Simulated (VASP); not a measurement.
Input of a VASP 6.6.1 run:

Contents of POSCAR:

```
TePb
1.0
    4.0022870000      0.0000000000      0.0000000000
    0.0000000000      4.0022870000      0.0000000000
    0.0000000000      0.0000000000      4.0022870000
Pb Te
1 1
Direct
    0.0000000000      0.0000000000      0.0000000000
    0.5000000000      0.5000000000      0.5000000000
```

INCAR.step1

```
SYSTEM = TePb
  ALGO = Normal
  EDIFF = 1E-5
  ENCUT = 520
  GGA = PE
  ISIF = 2
  ISMEAR = -1
  LASPH = .TRUE.
  LCHARG = .FALSE.
  LREAL = .FALSE.
  LWAVE = .TRUE.
  NBANDS = 17
  NELM = 60
  PREC = Accurate
  SIGMA = 0.05
```

Contents of INCAR.step2:

```
SYSTEM = TePb
  AEXX = 0.25
  ALGO = Normal
  EDIFF = 1E-6
  ENCUT = 520
  ISIF = 2
  ISMEAR = -1
  ISTART = 1
  LASPH = .TRUE.
  LCHARG = .FALSE.
  LHFCALC = .TRUE.
  LMIXTAU = .TRUE.
  LREAL = .FALSE.
  LWAVE = .FALSE.
  METAGGA = R2SCAN
  NBANDS = 17
  NELM = 60
  PREC = Accurate
  PRECFOCK = Normal
  SIGMA = 0.05
```

Contents of KPOINTS:

```
k-points
0
G
  4 4 4
  0 0 0
```

Potentials or basis: VASP PAW PBE potentials, release 64 (Pb_d, Te).

Launch:

```bash
$ cat potpaw_PBE.64/Pb_d/POTCAR potpaw_PBE.64/Te/POTCAR > POTCAR
$ cp INCAR.step1 INCAR
$ mpirun -np 1 vasp_std > vasp.out
$ cp INCAR.step2 INCAR
$ mpirun -np 1 vasp_std > vasp.out
```

Question: Predict the band gap on the k mesh.

Answer: Zero (bands 10 and 11 overlap by 1.52 eV).

Question: Estimate the pressure.

Answer: -0.7 GPa.

Caveat: the k points lie up to 0.39 Å⁻¹ apart, too coarse for converged energies and pressures of a metal; the PAW data sets were made with another functional, which shifts forces and pressure a little; spin-orbit coupling is left out, which moves the levels of the heavy elements.
